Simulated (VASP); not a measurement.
# C (P6_3/mmc) in VASP: further runs

Runs on C. Level: PBE+D3(BJ). Tasks: single point, relaxation of cell and atoms.

All numbers are computed with VASP 6.6.1; they aren't measurements. Logs are shortened: lines on timing, memory, paths and dates and some standing lists are left out, and cuts for length are marked.

### Step 1. The cell of the first run

The structure is hexagonal, space group P6_3/mmc (No. 194). Conventional cell: a = 2.465 Å, b = 2.465 Å, c = 6.738 Å, α = 90.00°, β = 90.00°, γ = 120.00°. C (site symmetry -6m2) has 3 C at 1.42 Å within 1.9 Å. C (site symmetry -6m2) has 3 C at 1.42 Å within 1.9 Å.

### Step 2. Single point, PBE+D3(BJ)

INCAR

```
SYSTEM = C
  ALGO = Normal
  EDIFF = 1E-6
  ENCUT = 600
  GGA = PE
  GGA_COMPAT = .FALSE.
  ISIF = 2
  ISMEAR = 0
  IVDW = 12
  LASPH = .TRUE.
  LCHARG = .FALSE.
  LREAL = .FALSE.
  LWAVE = .FALSE.
  NBANDS = 16
  NELM = 120
  PREC = Accurate
  SIGMA = 0.3
```

KPOINTS

```
k-points
0
G
  21 21 6
  0 0 0
```

POSCAR

```
C
1.0
    2.4649605096      0.0000000000      0.0000000000
   -1.2324802548      2.1347184206      0.0000000000
    0.0000000000      0.0000000000      6.7377203945
C
4
Direct
    0.0000000000      0.0000000000      0.7500000000
    0.0000000000      0.0000000000      0.2500000000
    0.3333333333      0.6666666667      0.7500000000
    0.6666666667      0.3333333333      0.2500000000
```

Potentials or basis: VASP PAW PBE potentials, release 64 (C).

Command:

```sh
> cat potpaw_PBE.64/C/POTCAR > POTCAR
> mpirun -np 1 vasp_std > vasp.out
```

OUTCAR:

```text
SYSTEM = C
   EDIFF = 1E-6
   ENCUT = 600
   GGA = PE
   ISIF = 2
   ISMEAR = 0
   IVDW = 12
   LASPH = .TRUE.
   LREAL = .FALSE.
   NELM = 120
   PREC = Accurate
 IVDW          = 12

 ion  position               nearest neighbor table
   1  0.000  0.000  0.750-   3 1.42   3 1.42   3 1.42
   2  0.000  0.000  0.250-   4 1.42   4 1.42   4 1.42
   3  0.333  0.667  0.750-   1 1.42   1 1.42   1 1.42
   4  0.667  0.333  0.250-   2 1.42   2 1.42   2 1.42

  LATTYP: Found a hexagonal cell.
 ALAT       =     2.4649605096
 C/A-ratio  =     2.7333989199

  Lattice vectors:

 A1 = (   2.4649605096,   0.0000000000,   0.0000000000)
 A2 = (  -1.2324802548,   2.1347184206,   0.0000000000)
 A3 = (   0.0000000000,   0.0000000000,   6.7377203945)

Analysis of symmetry for initial positions (statically):
=====================================================================
 Subroutine PRICEL returns:
 Original cell was already a primitive cell.

 Routine SETGRP: Setting up the symmetry group for a
 hexagonal supercell.

 Subroutine GETGRP returns: Found 24 space group operations
 (whereof 12 operations were pure point group operations)
 out of a pool of 24 trial point group operations.

The static configuration has the point symmetry D_3d.
 The point group associated with its full space group is D_6h.

Analysis of symmetry for dynamics (positions and initial velocities):
=====================================================================
 Subroutine PRICEL returns:
 Original cell was already a primitive cell.

 Routine SETGRP: Setting up the symmetry group for a
 hexagonal supercell.

 Subroutine GETGRP returns: Found 24 space group operations
 (whereof 12 operations were pure point group operations)
 out of a pool of 24 trial point group operations.

The dynamic configuration has the point symmetry D_3d.
 The point group associated with its full space group is D_6h.

 Subroutine INISYM returns: Found 24 space group operations
 (whereof 12 operations are pure point group operations),
 and found     1 'primitive' translations

----------------------------------------------------------------------------------------

                                     Primitive cell

  volume of cell :      35.4539

  direct lattice vectors                    reciprocal lattice vectors
     2.464960510  0.000000000  0.000000000     0.405686012  0.234222929  0.000000000
    -1.232480255  2.134718421  0.000000000     0.000000000  0.468445857  0.000000000
     0.000000000  0.000000000  6.737720395     0.000000000  0.000000000  0.148418151

[... 92 lines left out ...]
   NFREE  =      0    steps in history (QN), initial steepest desc. (CG)
   ISIF   =      2    stress and relaxation
   ISYM   =      2    0-nonsym 1-usesym 2-fastsym
   POTIM  = 0.5000    time-step for ionic-motion
   TEBEG  =    0.0;   TEEND  =   0.0 temperature during run
   PSTRESS=    0.0 pullay stress
   NELECT =      16.0000    total number of electrons
   NUPDOWN=      -1.0000    fix difference up-down
   EMIN   =  10.00;   EMAX   =-10.00  energy-range for DOS
   EFERMI =   0.00;   METHOD = LEGACY
   ISMEAR =     0;   SIGMA  =   0.30  broadening in eV -4-tet -1-fermi 0-gaus
   EFERMI_NEDOS =   21; number of points for ismear=-14 and -15
   IALGO  =     38    algorithm
   IMIX   =      4    mixing-type and parameters
     AMIX     =   0.40;   BMIX     =  1.00
     AMIX_MAG =   1.60;   BMIX_MAG =  1.00
  volume/ion in A,a.u.               =       8.86        59.81
  Fermi-wavevector in a.u.,A,eV,Ry     =   1.255722  2.372971 21.454194  1.576839
  Thomas-Fermi vector in A             =   2.389465
   LORBIT       =      0    0 simple, 1 ext, 2 COOP (PROOUT), +10 PAW based schemes
   GGA     = PE    functional components
   LHFCALC =     F    Hartree Fock is set to
   AEXX    =    0.0000 exact exchange contribution
   IVDW    =    12    specifies the selected vdW correction
   LEPSILON=     F    determine dielectric tensor
   LRPA    =     F    only Hartree local field effects (RPA)
 non-spin polarized calculation
 Gauss-broadening in eV      SIGMA  =   0.30
  energy-cutoff  :      600.00
  volume of cell :       35.45
 maximum number of plane-waves:      1215
 NGX is ok and might be reduce to    20
   NGX =  9   NGY =  9   NGZ = 27

 number of electron      16.0000001 magnetization

 Free energy of the ion-electron system (eV)
  ---------------------------------------------------
  ext. energy  EPLUGINS =         0.00000000
  ---------------------------------------------------
  free energy    TOTEN  =       -36.85841559 eV

  energy without entropy =      -36.85608429  energy(sigma->0) =      -36.85724994

 E-fermi :   4.6464     XC(G=0): -10.2949

 val. band max:        4.6450197411   @ k =   0.3333   0.3333   0.3333
 cond. band min:       4.6530025483   @ k =   0.3333   0.3333   0.5000
 fundamental gap:      0.0079828072
 Fermi energy:         4.6464464896

 k-point     1 :       0.0000    0.0000    0.0000
  band No.  band energies     occupation
      1     -15.0071      2.00000
      2     -14.7166      2.00000
      3      -3.8553      2.00000
      4      -1.9295      2.00000
      5       1.6226      2.00000
      6       1.6226      2.00000
[... 433 lines left out ...]
      3      -2.5434      2.00000
      4      -2.4662      2.00000
      5      -2.0448      2.00000
      6      -0.8734      2.00000
[... 8 lines left out ...]
     15      16.5362      0.00000
     16      16.7511      0.00000

 [... further k-points ...]

------------------------ aborting loop because EDIFF is reached ----------------------------------------

 Edisp (eV)   -0.62229

 E8    (eV) :    -0.1762

  FORCE on cell =-STRESS in cart. coord.  units (eV):
  Direction    XX          YY          ZZ          XY          YZ          ZX
  --------------------------------------------------------------------------------------
  -------------------------------------------------------------------------------------
  Total       0.04006     0.04006    -0.07303    -0.00000    -0.00000     0.00000
  in kB       1.81013     1.81013    -3.30048    -0.00000    -0.00000     0.00000
  external pressure =        0.11 kB  Pullay stress =        0.00 kB

 VOLUME and BASIS-vectors are now :
 -----------------------------------------------------------------------------
  energy-cutoff  :      600.00
  volume of cell :       35.45
      direct lattice vectors                 reciprocal lattice vectors
     2.464960510  0.000000000  0.000000000     0.405686012  0.234222929  0.000000000
    -1.232480255  2.134718421  0.000000000     0.000000000  0.468445857  0.000000000
     0.000000000  0.000000000  6.737720395     0.000000000  0.000000000  0.148418151

 POSITION                                       TOTAL-FORCE (eV/Angst)
 -----------------------------------------------------------------------------------
      0.00000      0.00000      5.05329         0.000000     -0.000000     -0.000000
      0.00000      0.00000      1.68443        -0.000000      0.000000      0.000000
     -0.00000      1.42315      5.05329        -0.000000     -0.000000      0.000000
      1.23248      0.71157      1.68443         0.000000      0.000000     -0.000000
 -----------------------------------------------------------------------------------
    total drift:                                0.000000     -0.000000     -0.000000

  FREE ENERGIE OF THE ION-ELECTRON SYSTEM (eV)
  ---------------------------------------------------
  free  energy   TOTEN  =       -37.4807035198 eV

  energy  without entropy=      -37.4783722202  energy(sigma->0) =      -37.47953787
```

OSZICAR:

```text
N       E                     dE             d eps       ncg     rms          rms(c)
DAV:   1     0.397412044372E+02    0.39741E+02   -0.85934E+03  6152   0.103E+03
DAV:   2    -0.362347198411E+02   -0.75976E+02   -0.69347E+02  8736   0.201E+02
DAV:   3    -0.391977002085E+02   -0.29630E+01   -0.29460E+01  8056   0.367E+01
DAV:   4    -0.392225899979E+02   -0.24890E-01   -0.24880E-01  7736   0.401E+00
DAV:   5    -0.392229845238E+02   -0.39453E-03   -0.39451E-03  7856   0.481E-01    0.890E+00
DAV:   6    -0.374201467639E+02    0.18028E+01   -0.11923E+00  7352   0.696E+00    0.519E+00
DAV:   7    -0.368503671940E+02    0.56978E+00   -0.14755E+00  7648   0.785E+00    0.147E+00
DAV:   8    -0.368596676271E+02   -0.93004E-02   -0.72852E-02  7344   0.162E+00    0.345E-01
DAV:   9    -0.368582260749E+02    0.14416E-02   -0.21267E-03  7784   0.325E-01    0.972E-02
DAV:  10    -0.368584233008E+02   -0.19723E-03   -0.59835E-04  6760   0.159E-01    0.717E-02
DAV:  11    -0.368584149221E+02    0.83787E-05   -0.31061E-05  7968   0.381E-02    0.514E-03
DAV:  12    -0.368584155930E+02   -0.67098E-06   -0.12742E-06  6864   0.790E-03
   1 F= -.37480704E+02 E0= -.37479538E+02  d E =-.233130E-02
```

Run time: 2 min. Hardware: 1 thread of Intel Xeon 8259CL, shared host; peak memory 0.23 GiB.

Results:

| Quantity | Value |
| --- | --- |
| Free energy | -37.4807 eV |
| Pressure | 0.0 GPa |
| Band gap on the k mesh | zero (bands 8 and 9 overlap by 0.02 eV) |
| Dispersion energy per atom | -0.156 eV |

Caveat: so wide a smearing shifts energies and pressures.

### Step 3. Relaxation of cell and atoms, PBE+D3(BJ)

This run uses another cell than the first one, of 8.74 Å³/atom.

INCAR

```
SYSTEM = C
PREC = Accurate
ENCUT = 600
EDIFF = 1E-7
ISMEAR = 0
SIGMA = 0.3
LREAL = .FALSE.
LASPH = .TRUE.
NELM = 120
ALGO = Normal
ISIF = 3
LWAVE = .FALSE.
LCHARG = .FALSE.
GGA = PE
IVDW = 12
IBRION = 2
NSW = 100
EDIFFG = -0.002
GGA_COMPAT = .FALSE.
NELMIN = 4
```

KPOINTS

```
regular mesh
0
G
  21 21 6
  0 0 0
```

POSCAR

```
C
1.0
    2.4560000000      0.0000000000      0.0000000000
   -1.2280000000      2.1269583917      0.0000000000
    0.0000000000      0.0000000000      6.6960000000
C
4
Direct
    0.0000000000      0.0000000000      0.7500000000
    0.0000000000      0.0000000000      0.2500000000
    0.3333333333      0.6666666667      0.7500000000
    0.6666666667      0.3333333333      0.2500000000
```

Potentials or basis: VASP PAW PBE potentials, release 64 (C).

Command:

```sh
> cat potpaw_PBE.64/C/POTCAR > POTCAR
> mpirun -np 1 vasp_std > vasp.out
```

Run time: 6.2 min. Hardware: 1 thread of Intel Xeon 8259CL, shared host; peak memory 0.22 GiB.

The run converged. Its results:

```yaml
Free_energy: -37.4796 eV
Relaxed_volume: 8.79 Å³/atom
Relaxed_cell: a = 2.465 Å, b = 2.465 Å, c = 6.684 Å, α = 90.00°, β = 90.00°, γ = 120.00°
Space_group_after_relaxing_to_0.1_Å: P6_3/mmc (No. 194)
Energy_gained_by_relaxing: 1.0 meV/atom
Ionic_steps: 7
Pressure_after_relaxing: 0.0 GPa
Band_gap_on_the_k_mesh: zero (bands 8 and 9 overlap by 0.03 eV)
Dispersion_energy_per_atom: -0.157 eV
```

The path:
```tsv
step	energy change (eV)	largest force (eV/Å)	pressure (GPa)	volume (Å³)
1	0.0000	0.0000	3.34	34.98
2	0.0213	0.0000	-7.92	35.91
3	-0.0042	0.0000	-0.06	35.24
4	-0.0042	0.0000	0.01	35.24
5	-0.0042	0.0000	0.01	35.23
6	-0.0042	0.0000	0.02	35.21
7	-0.0042	0.0000	0.02	35.18
```

Final structure:
```yaml
crystal:
  lattice:
    - [2.46524, 0.00000, 0.00000]
    - [-1.23262, 2.13496, 0.00000]
    - [0.00000, 0.00000, 6.68354]
  atoms:
    - { symbol: C, position: [0.00000, 0.00000, 0.75000] }
    - { symbol: C, position: [0.00000, 0.00000, 0.25000] }
    - { symbol: C, position: [0.33333, 0.66667, 0.75000] }
    - { symbol: C, position: [0.66667, 0.33333, 0.25000] }
```

Levels at points of the mesh, in eV from the Fermi level:
| k point | band 5 | band 6 | band 7 | band 8 | band 9 | band 10 | band 11 | band 12 |
| --- | --- | --- | --- | --- | --- | --- | --- | --- |
| (0.00, 0.00, 0.00) | -3.02 | -3.02 | -3.00 | -3.00 | 4.32 | 8.31 | 8.31 | 8.37 |
| (0.00, 0.00, 0.50) | -3.01 | -3.01 | -3.01 | -3.01 | 6.99 | 6.99 | 8.34 | 8.34 |

Caveat: so wide a smearing shifts energies and pressures.
